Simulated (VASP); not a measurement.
# O (R-3m) in VASP: single point with PBEsol

Aim: the single point of O with PBEsol.

All numbers are computed with VASP 6.6.1; they aren't measurements. Logs are shortened: lines on timing, memory, paths and dates and some standing lists are left out, and cuts for length are marked.

**1. The cell of the first run**

It takes space group R-3m (No. 166, trigonal). Conventional cell: a = 2.995 Å, b = 2.995 Å, c = 20.945 Å, α = 90.00°, β = 90.00°, γ = 120.00°. O (site symmetry 3m) has 9 O at 2.60 to 2.99 Å within 3.4 Å.

**2. Single point, PBEsol**

INCAR reads:

```
SYSTEM = O
  PREC = Accurate
  ENCUT = 520
  EDIFF = 1E-6
  ISMEAR = -1
  SIGMA = 0.15
  LREAL = .False.
  LASPH = .True.
  NELM = 100
  ALGO = Normal
  ISIF = 2
  LWAVE = .False.
  LCHARG = .True.
  GGA = PS
  LELF = .True.
  LVHAR = .True.
  NBANDS = 13
```

KPOINTS reads:

```
Automatic mesh
0
Gamma
  8 8 8
  0 0 0
```

POSCAR reads:

```
O
1.0
    1.4973312000      0.8644845700      6.9815443900
   -1.4973312000      0.8644845700      6.9815443900
    0.0000000000     -1.7289691400      6.9815443900
O
2
Direct
    0.6204670000      0.6204670000      0.6204670000
    0.3795330000      0.3795330000      0.3795330000
```

Potentials or basis: VASP PAW PBE potentials, release 64 (O).

Started as:

```console
cat potpaw_PBE.64/O/POTCAR > POTCAR
mpirun -np 1 vasp_std > vasp.out
```

OUTCAR:

```text
SYSTEM = O
   PREC = Accurate
   ENCUT = 520
   EDIFF = 1E-6
   ISMEAR = -1
   LREAL = .False.
   LASPH = .True.
   NELM = 100
   ISIF = 2
   GGA = PS

 ion  position               nearest neighbor table
   1  0.620  0.620  0.620-
   2  0.380  0.380  0.380-

  LATTYP: Found a trigonal (rhomboedric) cell.
 ALAT       =     7.1924471749
 COS(alpha) =     0.9133213016

  Lattice vectors:

 A1 = (   1.4973312000,   0.8644845700,   6.9815443900)
 A2 = (  -1.4973312000,   0.8644845700,   6.9815443900)
 A3 = (   0.0000000000,  -1.7289691400,   6.9815443900)

Analysis of symmetry for initial positions (statically):
=====================================================================
 Subroutine PRICEL returns:
 Original cell was already a primitive cell.

 Routine SETGRP: Setting up the symmetry group for a
 trigonal (rhombohedral) supercell.

 Subroutine GETGRP returns: Found 12 space group operations
 (whereof 12 operations were pure point group operations)
 out of a pool of 12 trial point group operations.

The static configuration has the point symmetry D_3d.

Analysis of symmetry for dynamics (positions and initial velocities):
=====================================================================
 Subroutine PRICEL returns:
 Original cell was already a primitive cell.

 Routine SETGRP: Setting up the symmetry group for a
 trigonal (rhombohedral) supercell.

 Subroutine GETGRP returns: Found 12 space group operations
 (whereof 12 operations were pure point group operations)
 out of a pool of 12 trial point group operations.

The dynamic configuration has the point symmetry D_3d.

 Subroutine INISYM returns: Found 12 space group operations
 (whereof 12 operations are pure point group operations),
 and found     1 'primitive' translations

----------------------------------------------------------------------------------------

                                     Primitive cell

  volume of cell :      54.2223

  direct lattice vectors                    reciprocal lattice vectors
     1.497331200  0.864484570  6.981544390     0.333927457  0.192793108  0.047744928
    -1.497331200  0.864484570  6.981544390    -0.333927457  0.192793108  0.047744928
     0.000000000 -1.728969140  6.981544390     0.000000000 -0.385586215  0.047744928

  length of vectors
     7.192447175  7.192447175  7.192447174     0.388530960  0.388530960  0.388530961

  position of ions in fractional coordinates (direct lattice)
     0.620467000  0.620467000  0.620467000
     0.379533000  0.379533000  0.379533000

  ion indices of the primitive-cell ions
   primitive index   ion index
                 1           1
                 2           2

----------------------------------------------------------------------------------------

 KPOINTS: Automatic mesh

Automatic generation of k-mesh.
 Grid dimensions read from file:
 generate k-points for:    8    8    8

 Generating k-lattice:

  Cartesian coordinates                     Fractional coordinates (reciprocal lattice)
     0.041740932  0.024099138  0.005968116     0.125000000  0.000000000  0.000000000
    -0.041740932  0.024099138  0.005968116     0.000000000  0.125000000  0.000000000
     0.000000000 -0.048198277  0.005968116     0.000000000  0.000000000  0.125000000

  Length of vectors
     0.048566370  0.048566370  0.048566370

  Shift w.r.t. Gamma in fractional coordinates (k-lattice)
     0.000000000  0.000000000  0.000000000

 Subroutine IBZKPT returns following result:
 ===========================================

 Found     65 irreducible k-points:

 Following reciprocal coordinates:
            Coordinates               Weight
  0.000000  0.000000  0.000000      1.000000
  0.125000 -0.000000  0.000000      6.000000
  0.250000 -0.000000  0.000000      6.000000
  0.375000  0.000000  0.000000      6.000000
  0.500000 -0.000000  0.000000      3.000000
  0.125000  0.125000  0.000000      6.000000
[... 16 lines left out ...]
  0.250000  0.125000  0.125000      6.000000
  0.375000  0.125000  0.125000      6.000000
 [... further k-points ...]
   k-points           NKPTS =     65   k-points in BZ     NKDIM =     65   number of bands    NBANDS=     13
   number of dos      NEDOS =    301   number of ions     NIONS =      2
   total plane-waves  NPLWV = 157464
   dimension x,y,z NGX =    54 NGY =   54 NGZ =   54
   dimension x,y,z NGXF=   108 NGYF=  108 NGZF=  108
   ions per type =               2
   NGX,Y,Z   is equivalent  to a cutoff of  12.48, 12.48, 12.48 a.u.
   NGXF,Y,Z  is equivalent  to a cutoff of  24.96, 24.96, 24.96 a.u.
 SYSTEM =  O
   PREC   = accura    normal or accurate (medium, high low for compatibility)
   ISTART =      0    job   : 0-new  1-cont  2-samecut
   ICHARG =      2    charge: 1-file 2-atom 10-const
   ISPIN  =      1    spin polarized calculation?
   LNONCOLLINEAR =      F non collinear calculations
   LSORBIT =      F    spin-orbit coupling
   LASPH  =      T    aspherical Exc in radial PAW
   ENCUT  =  520.0 eV  38.22 Ry    6.18 a.u.  13.37 13.37 13.37*2*pi/ulx,y,z
   NELM   =    100;   NELMIN=  2; NELMDL= -5     # of ELM steps
   EDIFF  = 0.1E-05   stopping-criterion for ELM
   LREAL  =      F    real-space projection
   EDIFFG = 0.1E-04   stopping-criterion for IOM
   NSW    =      0    number of steps for IOM
   IBRION =     -1    ionic relax: 0-MD 1-quasi-New 2-CG
   NFREE  =      0    steps in history (QN), initial steepest desc. (CG)
   ISIF   =      2    stress and relaxation
   ISYM   =      2    0-nonsym 1-usesym 2-fastsym
   POTIM  = 0.5000    time-step for ionic-motion
   TEBEG  =    0.0;   TEEND  =   0.0 temperature during run
   PSTRESS=    0.0 pullay stress
   NELECT =      12.0000    total number of electrons
   NUPDOWN=      -1.0000    fix difference up-down
   EMIN   =  10.00;   EMAX   =-10.00  energy-range for DOS
   EFERMI =   0.00;   METHOD = LEGACY
   ISMEAR =    -1;   SIGMA  =   0.15  broadening in eV -4-tet -1-fermi 0-gaus
   EFERMI_NEDOS =   21; number of points for ismear=-14 and -15
   IALGO  =     38    algorithm
   IMIX   =      4    mixing-type and parameters
     AMIX     =   0.40;   BMIX     =  1.00
     AMIX_MAG =   1.60;   BMIX_MAG =  1.00
  volume/ion in A,a.u.               =      27.11       182.96
  Fermi-wavevector in a.u.,A,eV,Ry     =   0.990245  1.871292 13.341669  0.980585
  Thomas-Fermi vector in A             =   2.121901
   LORBIT       =      0    0 simple, 1 ext, 2 COOP (PROOUT), +10 PAW based schemes
   GGA     = PS    functional components
   LHFCALC =     F    Hartree Fock is set to
   AEXX    =    0.0000 exact exchange contribution
   IVDW    =     0    specifies the selected vdW correction
   LEPSILON=     F    determine dielectric tensor
   LRPA    =     F    only Hartree local field effects (RPA)
 non-spin polarized calculation
  energy-cutoff  :      520.00
  volume of cell :       54.22
 maximum number of plane-waves:      1507
 NGX is ok and might be reduce to    54
   NGX = 27   NGY = 27   NGZ = 27

 number of electron      12.0000004 magnetization

 Free energy of the ion-electron system (eV)
  ---------------------------------------------------
  ext. energy  EPLUGINS =         0.00000000
  ---------------------------------------------------
  free energy    TOTEN  =        -3.10485887 eV

  energy without entropy =       -2.62041248  energy(sigma->0) =       -2.86263568

 E-fermi :  -5.9643     XC(G=0):  -5.9824

 val. band max:       -5.9692436261   @ k =   0.5000   0.5000   0.5000
 cond. band min:      -5.9618368134   @ k =   0.3750   0.3750   0.3750
 fundamental gap:      0.0074068126
 Fermi energy:        -5.9643290008

 k-point     1 :       0.0000    0.0000    0.0000
  band No.  band energies     occupation
      1     -22.1869      2.00000
      2     -21.2436      2.00000
      3      -7.6756      1.99998
      4      -5.9192      0.85063
      5      -5.8990      0.78565
      6      -5.8990      0.78565
      7      -5.5151      0.09532
      8      -5.5151      0.09532
      9       2.0263      0.00000
     10       5.7595      0.00000
     11       6.7301      0.00000
     12      11.4805      0.00000
     13      14.4180      0.00000

 k-point     2 :       0.1250   -0.0000    0.0000
  band No.  band energies     occupation
      1     -22.0986      2.00000
      2     -21.2123      2.00000
      3      -7.6061      1.99996
      4      -6.4070      1.90062
      5      -5.9855      1.07041
      6      -5.7931      0.48417
      7      -5.6515      0.22103
      8      -5.5306      0.10517
      9       2.4142      0.00000
     10       6.0333      0.00000
     11       7.1781      0.00000
     12      11.7972      0.00000
     13      14.2503      0.00000

 k-point     3 :       0.2500   -0.0000    0.0000
  band No.  band energies     occupation
      1     -21.8669      2.00000
      2     -21.1476      2.00000
      3      -7.5061      1.99993
      4      -7.0798      1.99882
      5      -6.2374      1.72122
      6      -6.1724      1.60017
      7      -5.6295      0.19375
      8      -5.5855      0.14820
      9       3.4742      0.00000
     10       6.8349      0.00000
     11       8.2900      0.00000
     12      12.2517      0.00000
     13      13.1234      0.00000
[... 305 lines left out ...]
 k-point    23 :       0.2500    0.1250    0.1250
  band No.  band energies     occupation
      1     -22.0985      2.00000
      2     -21.2125      2.00000
      3      -7.6005      1.99996
      4      -6.4122      1.90383
      5      -5.9855      1.07041
      6      -5.7906      0.47803
      7      -5.6576      0.22918
      8      -5.5306      0.10517
      9       2.4735      0.00000
     10       5.6556      0.00000
     11       7.6562      0.00000
     12      11.3491      0.00000
     13      14.7516      0.00000

 k-point    24 :       0.3750    0.1250    0.1250
  band No.  band energies     occupation
      1     -21.8668      2.00000
      2     -21.1478      2.00000
      3      -7.5024      1.99993
      4      -7.0845      1.99886
      5      -6.2317      1.71199
      6      -6.1724      1.60018
      7      -5.6348      0.20010
      8      -5.5855      0.14820
      9       3.5105      0.00000
     10       6.5375      0.00000
     11       8.7866      0.00000
     12      11.6501      0.00000
     13      13.0064      0.00000

 [... further k-points ...]
[... 5 lines left out ...]
  --------------------------------------------------------------------------------------
  -------------------------------------------------------------------------------------
  Total       -3.0045621     -3.0045621     -3.9690768      0.0000000      0.0000000      0.0000000
  in kB      -88.7797447    -88.7797444   -117.2795297      0.0000000      0.0000000      0.0000000
  external PRESSURE =     -98.2796729 kB  Pullay stress =       0.0000000 kB

 VOLUME and BASIS-vectors are now :
 -----------------------------------------------------------------------------
  energy-cutoff  :      520.00
  volume of cell :       54.22
      direct lattice vectors                 reciprocal lattice vectors
     1.497331200  0.864484570  6.981544390     0.333927457  0.192793108  0.047744928
    -1.497331200  0.864484570  6.981544390    -0.333927457  0.192793108  0.047744928
     0.000000000 -1.728969140  6.981544390     0.000000000 -0.385586215  0.047744928

 POSITION                                       TOTAL-FORCE (eV/Angst)
 -----------------------------------------------------------------------------------
      0.00000      0.00000     12.99545         0.000000     -0.000000      2.020361
      0.00000      0.00000      7.94918         0.000000      0.000000     -2.020361
 -----------------------------------------------------------------------------------
    total drift:                               -0.000000     -0.000000     -0.000000

  FREE ENERGIE OF THE ION-ELECTRON SYSTEM (eV)
  ---------------------------------------------------
  free  energy   TOTEN  =        -3.1048588673 eV

  energy  without entropy=       -2.6204124831  energy(sigma->0) =       -2.86263568
```

Wall time 1.8 min (1 thread of Intel Xeon 6975P-C (Granite Rapids), shared host); peak memory 0.37 GiB.

What came out:

* Free energy: -3.1049 eV
* Pressure: -9.8 GPa
* Largest force: 2.020 eV/Å
* Band gap on the k mesh: zero (band 6 reaches -5.79 eV, above the bottom of band 7 at -6.02 eV)

Forces in eV/Å, atoms in the order of the input:
```
O    0.000  0.000  2.020
O    0.000  0.000 -2.020
```

Levels at points of the mesh, in eV from the Fermi level:
| k point | band 3 | band 4 | band 5 | band 6 | band 7 | band 8 | band 9 | band 10 |
| --- | --- | --- | --- | --- | --- | --- | --- | --- |
| (0.00, 0.00, 0.00) | -1.71 | 0.05 | 0.07 | 0.07 | 0.45 | 0.45 | 7.99 | 11.72 |
| (0.50, 0.00, 0.00) | -2.04 | -1.67 | -0.44 | -0.23 | 0.08 | 0.28 | 13.07 | 13.37 |
| (0.50, 0.50, 0.00) | -2.04 | -1.66 | -0.44 | -0.23 | 0.07 | 0.28 | 13.09 | 13.47 |
| (0.50, 0.50, 0.50) | -1.68 | 0.00 | 0.07 | 0.07 | 0.45 | 0.45 | 8.37 | 10.39 |

Caveat: the PAW data sets were made with another functional, which shifts forces and pressure a little.
